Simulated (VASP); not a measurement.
Write the native input for VASP 6.6.1 that does the following.

| Quantity | Value |
| --- | --- |
| Task | single point |
| Functional | BLYP |
| Dispersion | D3(BJ) |
| Potentials or basis | VASP PAW PBE potentials, release 64 (Co) |
| Cutoff | 520 eV |
| k mesh | 13 × 13 × 13, shifted |
| Occupations | tetrahedron |
| Spin | collinear spin, ferromagnetic start |
| Starting moments | [1.97] μB |
| Dipole correction | no |
| Further INCAR settings | ALGO = Normal; EDIFF = 1e-07; NBANDS = 14 |

The structure of Co lies in POSCAR:

```
Co
1.0
   -1.4023200000      1.4023200000      1.4023200000
    1.4023200000     -1.4023200000      1.4023200000
    1.4023200000      1.4023200000     -1.4023200000
Co
1
Direct
    0.0000000000      0.0000000000      0.0000000000
```

These files were run (other wordings do the same):

INCAR

```
SYSTEM = Co
AGGAC = 1.0
AGGAX = 1.0
ALDAC = 0.0
ALDAX = 1.0
ALGO = Normal
EDIFF = 1E-7
ENCUT = 520
GGA = B5
ISIF = 2
ISMEAR = -5
ISPIN = 2
IVDW = 12
LASPH = .TRUE.
LCHARG = .FALSE.
LMAXMIX = 4
LORBIT = 11
LREAL = .FALSE.
LWAVE = .FALSE.
MAGMOM = 1.97
NBANDS = 14
NELM = 150
PREC = Accurate
SIGMA = 0.1
VDW_A1 = 0.4298
VDW_A2 = 4.2359
VDW_S6 = 1.0
VDW_S8 = 2.6996
```

KPOINTS

```
Automatic mesh
0
Gamma
  13 13 13
  0.5 0.5 0.5
```

Potentials or basis: VASP PAW PBE potentials, release 64 (Co).

Run with:

```sh
$ cat potpaw_PBE.64/Co/POTCAR > POTCAR
$ mpirun -np 1 vasp_std > vasp.out
```

It gave:

The pressure is -5.1 GPa and the net moment is 1.68 μB per cell. The site moments are Co +1.69 μB. The valence electrons inside the program's atomic spheres are Co 8.27 and the dispersion energy per atom is -0.936 eV.

Caveat: the PAW data sets were made with another functional, which shifts forces and pressure a little; pairwise dispersion overbinds metals, which lowers pressure and volume; tetrahedron occupations give inexact forces and stress in metals.

It took 30 s on 1 thread of Intel(R) Xeon(R) Platinum 8488C (Sapphire Rapids), with other jobs on the host, peak memory 0.16 GiB.
